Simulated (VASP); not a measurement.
# Si (P6mm) in VASP: a series of runs

Si is run at these levels: PBE; tasks: single point.

Everything below comes from runs of VASP 6.6.1. Logs are shortened: lines on timing, memory, paths and dates and some standing lists are left out, and cuts for length are marked.

## 1. The cell of the first run

The structure is hexagonal, space group P6mm (No. 183). Conventional cell: a = 5.284 Å, b = 5.284 Å, c = 4.994 Å, α = 90.00°, β = 90.00°, γ = 120.00°. Within 3.2 Å of Si (site symmetry 6mm) lie 8 Si at 2.40 to 2.64 Å. Within 3.2 Å of Si (site symmetry 6mm) lie 8 Si at 2.40 to 2.64 Å. Si (site symmetry 2mm) has 8 Si at 2.50 to 2.64 Å within 3.3 Å. Within 3.3 Å of Si (site symmetry 2mm) lie 8 Si at 2.50 to 2.64 Å.

## 2. Single point, PBE (atom 1 (Si) moved -0.100 Å towards its neighbour atom 2 (Si) at 2.497 Å)

File INCAR:

```
PREC = Accurate
ENCUT = 520
EDIFF = 1E-6
ISMEAR = 0
SIGMA = 0.15
LREAL = F
LASPH = T
NELM = 100
ALGO = Normal
ISIF = 2
LWAVE = F
LCHARG = F
GGA = PE
NBANDS = 26
```

File KPOINTS:

```
regular mesh
0
Gamma
  12 12 12
```

File POSCAR:

```
Si
1.0
    0.0000000000      0.0000000000      4.9938171177
    5.2842308228      0.0000000000      0.0000000000
   -2.6421154115      4.5762781320      0.0000000000
Si
8
Direct
    0.0200247621      0.0000000000      0.0000000000
    0.5000000000      0.0000000000      0.0000000000
    0.0000000000      0.0000000000      0.5000000000
    0.5000000000      0.0000000000      0.5000000000
    0.0000000000      0.5000000000      0.0000000000
    0.5000000000      0.5000000000      0.0000000000
    0.0000000000      0.5000000000      0.5000000000
    0.5000000000      0.5000000000      0.5000000000
```

Potentials or basis: VASP PAW PBE potentials, release 64 (Si).

Run with:

```bash
> cat potpaw_PBE.64/Si/POTCAR > POTCAR
> mpirun -np 1 vasp_std > vasp.out
```

OUTCAR:

```text
PREC = Accurate
   ENCUT = 520
   EDIFF = 1E-6
   ISMEAR = 0
   LREAL = F
   LASPH = T
   NELM = 100
   ISIF = 2
   GGA = PE

 ion  position               nearest neighbor table
   1  0.020  0.000  0.000-   2 2.40   2 2.60   7 2.64   7 2.64   5 2.64   5 2.64   3 2.64   3 2.64

   2  0.500  0.000  0.000-   1 2.40   1 2.60   8 2.64   8 2.64   6 2.64   6 2.64   4 2.64   4 2.64

   3  0.000  0.000  0.500-   4 2.50   4 2.50   5 2.64   5 2.64   7 2.64   7 2.64   1 2.64   1 2.64

   4  0.500  0.000  0.500-   3 2.50   3 2.50   6 2.64   6 2.64   8 2.64   8 2.64   2 2.64   2 2.64

   5  0.000  0.500  0.000-   6 2.50   6 2.50   3 2.64   3 2.64   7 2.64   7 2.64   1 2.64   1 2.64

   6  0.500  0.500  0.000-   5 2.50   5 2.50   4 2.64   4 2.64   2 2.64   2 2.64   8 2.64   8 2.64

   7  0.000  0.500  0.500-   8 2.50   8 2.50   3 2.64   3 2.64   5 2.64   5 2.64   1 2.64   1 2.64

   8  0.500  0.500  0.500-   7 2.50   7 2.50   2 2.64   2 2.64   4 2.64   4 2.64   6 2.64   6 2.64

  LATTYP: Found a hexagonal cell.
 ALAT       =     5.2842308228
 C/A-ratio  =     0.9450414422

  Lattice vectors:

 A1 = (   5.2842308228,   0.0000000000,   0.0000000000)
 A2 = (  -2.6421154115,   4.5762781320,   0.0000000000)
 A3 = (   0.0000000000,   0.0000000000,   4.9938171177)

Analysis of symmetry for initial positions (statically):
=====================================================================
 Subroutine PRICEL returns:
 Original cell was already a primitive cell.

 Routine SETGRP: Setting up the symmetry group for a
 hexagonal supercell.

 Subroutine GETGRP returns: Found 12 space group operations
 (whereof 12 operations were pure point group operations)
 out of a pool of 24 trial point group operations.

The static configuration has the point symmetry C_6v.

Analysis of symmetry for dynamics (positions and initial velocities):
=====================================================================
 Subroutine PRICEL returns:
 Original cell was already a primitive cell.

 Routine SETGRP: Setting up the symmetry group for a
 hexagonal supercell.

 Subroutine GETGRP returns: Found 12 space group operations
 (whereof 12 operations were pure point group operations)
 out of a pool of 24 trial point group operations.

The dynamic configuration has the point symmetry C_6v.

 Subroutine INISYM returns: Found 12 space group operations
 (whereof 12 operations are pure point group operations),
 and found     1 'primitive' translations

----------------------------------------------------------------------------------------

                                     Primitive cell

  volume of cell :     120.7610

  direct lattice vectors                    reciprocal lattice vectors
     0.000000000  0.000000000  4.993817118     0.000000000  0.000000000  0.200247621
     5.284230823  0.000000000  0.000000000     0.189242301  0.109259093  0.000000000
    -2.642115411  4.576278132  0.000000000     0.000000000  0.218518187  0.000000000

  length of vectors
     4.993817118  5.284230823  5.284230823     0.200247621  0.218518187  0.218518187

  position of ions in fractional coordinates (direct lattice)
     0.020024762  0.000000000  0.000000000
     0.500000000  0.000000000  0.000000000
     0.000000000  0.000000000  0.500000000
     0.500000000  0.000000000  0.500000000
     0.000000000  0.500000000  0.000000000
     0.500000000  0.500000000  0.000000000
     0.000000000  0.500000000  0.500000000
     0.500000000  0.500000000  0.500000000

  ion indices of the primitive-cell ions
   primitive index   ion index
                 1           1
                 2           2
                 3           3
                 4           4
                 5           5
                 6           6
                 7           7
                 8           8

----------------------------------------------------------------------------------------

 KPOINTS: regular mesh

Automatic generation of k-mesh.
 Grid dimensions read from file:
 generate k-points for:   12   12   12

 Generating k-lattice:

  Cartesian coordinates                     Fractional coordinates (reciprocal lattice)
     0.000000000  0.000000000  0.016687302     0.083333333  0.000000000  0.000000000
     0.015770192  0.009104924  0.000000000     0.000000000  0.083333333  0.000000000
     0.000000000  0.018209849  0.000000000     0.000000000  0.000000000  0.083333333

  Length of vectors
     0.016687302  0.018209849  0.018209849

  Shift w.r.t. Gamma in fractional coordinates (k-lattice)
     0.000000000  0.000000000  0.000000000

 Subroutine IBZKPT returns following result:
 ===========================================

 Found    133 irreducible k-points:

 Following reciprocal coordinates:
            Coordinates               Weight
  0.000000  0.000000  0.000000      1.000000
  0.083333  0.000000  0.000000      2.000000
  0.166667  0.000000  0.000000      2.000000
  0.250000  0.000000  0.000000      2.000000
  0.333333  0.000000  0.000000      2.000000
  0.416667  0.000000  0.000000      2.000000
[... 16 lines left out ...]
  0.083333  0.250000  0.000000     12.000000
  0.166667  0.250000  0.000000     12.000000
 [... further k-points ...]
   k-points           NKPTS =    133   k-points in BZ     NKDIM =    133   number of bands    NBANDS=     26
   number of dos      NEDOS =    301   number of ions     NIONS =      8
   total plane-waves  NPLWV =  64000
   dimension x,y,z NGX =    40 NGY =   40 NGZ =   40
   dimension x,y,z NGXF=    80 NGYF=   80 NGZF=   80
   ions per type =               8
   NGX,Y,Z   is equivalent  to a cutoff of  13.32, 12.58, 12.58 a.u.
   NGXF,Y,Z  is equivalent  to a cutoff of  26.63, 25.17, 25.17 a.u.
 SYSTEM =  unknown system
   PREC   = accura    normal or accurate (medium, high low for compatibility)
   ISTART =      0    job   : 0-new  1-cont  2-samecut
   ICHARG =      2    charge: 1-file 2-atom 10-const
   ISPIN  =      1    spin polarized calculation?
   LNONCOLLINEAR =      F non collinear calculations
   LSORBIT =      F    spin-orbit coupling
   LASPH  =      T    aspherical Exc in radial PAW
   ENCUT  =  520.0 eV  38.22 Ry    6.18 a.u.   9.29  9.83  9.83*2*pi/ulx,y,z
   NELM   =    100;   NELMIN=  2; NELMDL= -5     # of ELM steps
   EDIFF  = 0.1E-05   stopping-criterion for ELM
   LREAL  =      F    real-space projection
   EDIFFG = 0.1E-04   stopping-criterion for IOM
   NSW    =      0    number of steps for IOM
   IBRION =     -1    ionic relax: 0-MD 1-quasi-New 2-CG
   NFREE  =      0    steps in history (QN), initial steepest desc. (CG)
   ISIF   =      2    stress and relaxation
   ISYM   =      2    0-nonsym 1-usesym 2-fastsym
   POTIM  = 0.5000    time-step for ionic-motion
   TEBEG  =    0.0;   TEEND  =   0.0 temperature during run
   PSTRESS=    0.0 pullay stress
   NELECT =      32.0000    total number of electrons
   NUPDOWN=      -1.0000    fix difference up-down
   EMIN   =  10.00;   EMAX   =-10.00  energy-range for DOS
   EFERMI =   0.00;   METHOD = LEGACY
   ISMEAR =     0;   SIGMA  =   0.15  broadening in eV -4-tet -1-fermi 0-gaus
   EFERMI_NEDOS =   21; number of points for ismear=-14 and -15
   IALGO  =     38    algorithm
   IMIX   =      4    mixing-type and parameters
     AMIX     =   0.40;   BMIX     =  1.00
     AMIX_MAG =   1.60;   BMIX_MAG =  1.00
  volume/ion in A,a.u.               =      15.10       101.87
  Fermi-wavevector in a.u.,A,eV,Ry     =   1.051516  1.987077 15.043770  1.105686
  Thomas-Fermi vector in A             =   2.186562
   LORBIT       =      0    0 simple, 1 ext, 2 COOP (PROOUT), +10 PAW based schemes
   GGA     = PE    functional components
   LHFCALC =     F    Hartree Fock is set to
   AEXX    =    0.0000 exact exchange contribution
   IVDW    =     0    specifies the selected vdW correction
   LEPSILON=     F    determine dielectric tensor
   LRPA    =     F    only Hartree local field effects (RPA)
 non-spin polarized calculation
 Gauss-broadening in eV      SIGMA  =   0.15
  energy-cutoff  :      520.00
  volume of cell :      120.76
 maximum number of plane-waves:      3282
 NGX is ok and might be reduce to    40
   NGX = 19   NGY = 19   NGZ = 19

 number of electron      31.9999998 magnetization

 Free energy of the ion-electron system (eV)
  ---------------------------------------------------
  ext. energy  EPLUGINS =         0.00000000
  ---------------------------------------------------
  free energy    TOTEN  =       -40.91253453 eV

  energy without entropy =      -40.87782110  energy(sigma->0) =      -40.89517781

 E-fermi :   9.3490     XC(G=0): -10.9520

 val. band max:        9.3427177594   @ k =   0.1667   0.2500   0.2500
 cond. band min:       9.3526203026   @ k =   0.5000   0.2500   0.1667
 fundamental gap:      0.0099025433
 Fermi energy:         9.3490366988

 k-point     1 :       0.0000    0.0000    0.0000
  band No.  band energies     occupation
      1      -4.5666      2.00000
      2       0.1491      2.00000
      3       1.7121      2.00000
      4       1.7919      2.00000
      5       1.7919      2.00000
      6       2.3551      2.00000
[... 18 lines left out ...]
     25      15.8478      0.00000
     26      15.8492      0.00000

 k-point     2 :       0.0833    0.0000    0.0000
  band No.  band energies     occupation
      1      -4.5271      2.00000
      2      -0.1678      2.00000
      3       1.7811      2.00000
      4       1.8315      2.00000
      5       1.8315      2.00000
      6       2.7141      2.00000
[... 18 lines left out ...]
     25      15.3605      0.00000
     26      15.8302      0.00000

 k-point     3 :       0.1667    0.0000    0.0000
  band No.  band energies     occupation
      1      -4.4087      2.00000
      2      -0.7925      2.00000
      3       1.9176      2.00000
      4       1.9500      2.00000
      5       1.9500      2.00000
      6       2.8352      2.00000
[... 18 lines left out ...]
     25      14.5406      0.00000
     26      15.7392      0.00000

 k-point     4 :       0.2500    0.0000    0.0000
  band No.  band energies     occupation
      1      -4.2119      2.00000
      2      -1.4552      2.00000
      3       2.1177      2.00000
      4       2.1471      2.00000
      5       2.1471      2.00000
      6       3.0140      2.00000
[... 18 lines left out ...]
     25      14.7077      0.00000
     26      15.4973      0.00000

 k-point     5 :       0.3333    0.0000    0.0000
  band No.  band energies     occupation
      1      -3.9376      2.00000
      2      -2.0816      2.00000
      3       2.3872      2.00000
      4       2.4223      2.00000
      5       2.4223      2.00000
      6       3.2619      2.00000
[... 18 lines left out ...]
     25      14.9520      0.00000
     26      15.0169      0.00000

 k-point     6 :       0.4167    0.0000    0.0000
  band No.  band energies     occupation
      1      -3.5886      2.00000
      2      -2.6469      2.00000
      3       2.7160      2.00000
      4       2.7746      2.00000
      5       2.7746      2.00000
      6       3.5736      2.00000
[... 427 lines left out ...]
 k-point    21 :       0.5000    0.1667   -0.0000
  band No.  band energies     occupation
      1      -3.0432      2.00000
      2      -2.8840      2.00000
      3       1.4431      2.00000
      4       1.6074      2.00000
      5       2.4893      2.00000
      6       2.5562      2.00000
[... 18 lines left out ...]
     25      14.7145      0.00000
     26      14.7215      0.00000

 k-point    22 :       0.0000    0.2500    0.0000
  band No.  band energies     occupation
      1      -4.1355      2.00000
      2      -0.7340      2.00000
      3       0.5776      2.00000
      4       0.9105      2.00000
      5       0.9256      2.00000
      6       2.6938      2.00000
[... 18 lines left out ...]
     25      14.8091      0.00000
     26      15.1618      0.00000

 k-point    23 :       0.0833    0.2500    0.0000
  band No.  band energies     occupation
      1      -4.0961      2.00000
      2      -0.6957      2.00000
      3       0.2592      2.00000
      4       0.9539      2.00000
      5       0.9642      2.00000
      6       3.0782      2.00000
[... 18 lines left out ...]
     25      14.8116      0.00000
     26      15.0085      0.00000

 k-point    24 :       0.1667    0.2500    0.0000
  band No.  band energies     occupation
      1      -3.9779      2.00000
      2      -0.5858      2.00000
      3      -0.3586      2.00000
      4       1.0710      2.00000
      5       1.0801      2.00000
      6       2.9878      2.00000
[... 18 lines left out ...]
     25      14.6780      0.00000
     26      14.6803      0.00000

 [... further k-points ...]

------------------------ aborting loop because EDIFF is reached ----------------------------------------

  FORCE on cell =-STRESS in cart. coord.  units (eV):
  Direction    XX          YY          ZZ          XY          YZ          ZX
  --------------------------------------------------------------------------------------
  -------------------------------------------------------------------------------------
  Total        0.4546772      0.4546772     -0.5839207     -0.0000000     -0.0000000     -0.0000000
  in kB        6.0323556      6.0323556     -7.7470727     -0.0000000     -0.0000000     -0.0000000
  external PRESSURE =       1.4392128 kB  Pullay stress =       0.0000000 kB

 VOLUME and BASIS-vectors are now :
 -----------------------------------------------------------------------------
  energy-cutoff  :      520.00
  volume of cell :      120.76
      direct lattice vectors                 reciprocal lattice vectors
     0.000000000  0.000000000  4.993817118     0.000000000  0.000000000  0.200247621
     5.284230823  0.000000000  0.000000000     0.189242301  0.109259093  0.000000000
    -2.642115411  4.576278132  0.000000000     0.000000000  0.218518187  0.000000000

 POSITION                                       TOTAL-FORCE (eV/Angst)
 -----------------------------------------------------------------------------------
      0.00000      0.00000      0.10000         0.000000     -0.000000     -0.640519
      0.00000      0.00000      2.49691        -0.000000     -0.000000      0.489622
     -1.32106      2.28814      0.00000         0.000000      0.000000     -0.002862
     -1.32106      2.28814      2.49691         0.000000     -0.000000      0.053161
      2.64212      0.00000      0.00000         0.000000     -0.000000     -0.002862
      2.64212      0.00000      2.49691         0.000000     -0.000000      0.053161
      1.32106      2.28814      0.00000         0.000000      0.000000     -0.002862
      1.32106      2.28814      2.49691        -0.000000     -0.000000      0.053161
 -----------------------------------------------------------------------------------
    total drift:                                0.000000      0.000000      0.000016

  FREE ENERGIE OF THE ION-ELECTRON SYSTEM (eV)
  ---------------------------------------------------
  free  energy   TOTEN  =       -40.9125345270 eV

  energy  without entropy=      -40.8778211002  energy(sigma->0) =      -40.89517781
```

Wall time 3.3 min (1 thread of Intel Xeon Platinum 8559C (Emerald Rapids), shared host); peak memory 0.41 GiB.

Results:

* Free energy: -40.9125 eV
* Pressure: 0.1 GPa
* Largest force: 0.641 eV/Å
* Band gap on the k mesh: zero (bands 16 and 17 overlap by 3.53 eV)

Forces in eV/Å, atoms in the order of the input:
```
Si   0.000  0.000 -0.641
Si   0.000  0.000  0.490
Si   0.000  0.000 -0.003
Si   0.000  0.000  0.053
Si   0.000  0.000 -0.003
Si   0.000  0.000  0.053
Si   0.000  0.000 -0.003
Si   0.000  0.000  0.053
```

Caveat: the cell differs from its parent crystal (atom 1 (Si) moved -0.100 Å towards its neighbour atom 2 (Si) at 2.497 Å).

## 3. Single point, PBE (atom 1 (Si) moved +0.050 Å towards its neighbour atom 2 (Si) at 2.497 Å)

Edit INCAR of step 2 so:

```diff
@@ -11,4 +11,6 @@
 LWAVE = F
-LCHARG = F
+LCHARG = T
 GGA = PE
+LELF = T
+LVHAR = T
 NBANDS = 26
```

KPOINTS is that of step 2.

Edit POSCAR of step 2 so:

```diff
@@ -8,3 +8,3 @@
 Direct
-    0.0200247621      0.0000000000      0.0000000000
+   -0.0100123811      0.0000000000      0.0000000000
     0.5000000000      0.0000000000      0.0000000000
```

Potentials or basis: VASP PAW PBE potentials, release 64 (Si).

Run with:

```bash
> cat potpaw_PBE.64/Si/POTCAR > POTCAR
> mpirun -np 1 vasp_std > vasp.out
```

Run time: 2.9 min. Hardware: 1 thread of Intel Xeon Platinum 8559C (Emerald Rapids), shared host; peak memory 0.41 GiB.

It converged, with:

| Property | Result |
| --- | --- |
| Free energy | -40.9359 eV |
| Pressure | 0.0 GPa |
| Largest force | 0.305 eV/Å |
| Band gap on the k mesh | zero (bands 16 and 17 overlap by 3.58 eV) |

Forces on the atoms (eV/Å):
```
Si   0.000  0.000  0.305
Si   0.000  0.000 -0.230
Si   0.000  0.000  0.001
Si   0.000  0.000 -0.026
Si   0.000  0.000  0.001
Si   0.000  0.000 -0.026
Si   0.000  0.000  0.001
Si   0.000  0.000 -0.026
```

Stress tensor (GPa, compression positive):
```
 0.66  0.00  0.00
 0.00  0.66  0.00
 0.00  0.00 -1.25
```

Levels at points of the mesh, in eV from the Fermi level:
```csv
k point,band 12,band 13,band 14,band 15,band 16,band 17,band 18,band 19,band 20,band 21
"(0.00, 0.00, 0.00)",-2.93,-2.08,-2.07,-2.07,-2.04,-2.04,-2.03,1.55,1.55,1.56
"(0.50, 0.00, 0.00)",-5.38,-5.33,-5.33,-1.22,-1.14,3.80,3.95,3.95,3.97,3.97
"(0.00, 0.50, 0.00)",-2.60,-2.51,-2.48,-1.72,-1.72,0.96,0.96,1.84,1.84,2.92
"(0.50, 0.50, 0.00)",-1.34,-0.52,-0.50,-0.46,-0.44,-0.08,0.00,0.02,0.10,2.91
```

Caveat: the cell differs from its parent crystal (atom 1 (Si) moved +0.050 Å towards its neighbour atom 2 (Si) at 2.497 Å).
